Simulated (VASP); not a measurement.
The system is SrO.

```
CELL_PARAMETERS angstrom
3.55329 0.00000 0.00000
-1.77664 3.07724 0.00000
0.00000 0.00000 6.21730
ATOMIC_POSITIONS crystal
Sr 0.33333 0.66667 0.25000
Sr 0.66667 0.33333 0.75000
O 0.00000 0.00000 0.00000
O 0.00000 0.00000 0.50000
```

* Program: VASP 6.6.1
* Task: relaxation of cell and atoms
* Functional: PBE
* Potentials or basis: VASP PAW PBE potentials, release 64 (Sr_sv, O)
* Cutoff: 600 eV
* k mesh: 9 × 9 × 4
* Occupations: gaussian, width 0.02 eV
* Spin: no spin polarisation

At the start: pressure 1.9 GPa; volume 17.00 Å³/atom.

**Question.** How do energy, volume and symmetry change on relaxing?

**Answer.** Over 5 steps the energy falls by 2.3 meV/atom and the volume is 17.39 Å³/atom (+2.3 %); space group P6_3/mmc (No. 194, to 0.1 Å) before and after.

The path:
```csv
step,energy change (eV),largest force (eV/Å),pressure (GPa),volume (Å³)
1,0.0000,0.0000,1.92,67.98
2,-0.0085,0.0000,-0.53,70.00
3,-0.0092,0.0000,-0.01,69.54
4,-0.0093,0.0000,0.00,69.55
5,-0.0093,0.0000,0.00,69.55
```

Final structure:
```
Sr O
1.0
     3.58401    0.00000    0.00000
    -1.79201    3.10384    0.00000
     0.00000    0.00000    6.25220
Sr O
2 2
Direct
  0.33333 0.66667 0.25000
  0.66667 0.33333 0.75000
  0.00000 0.00000 0.00000
  0.00000 0.00000 0.50000
```
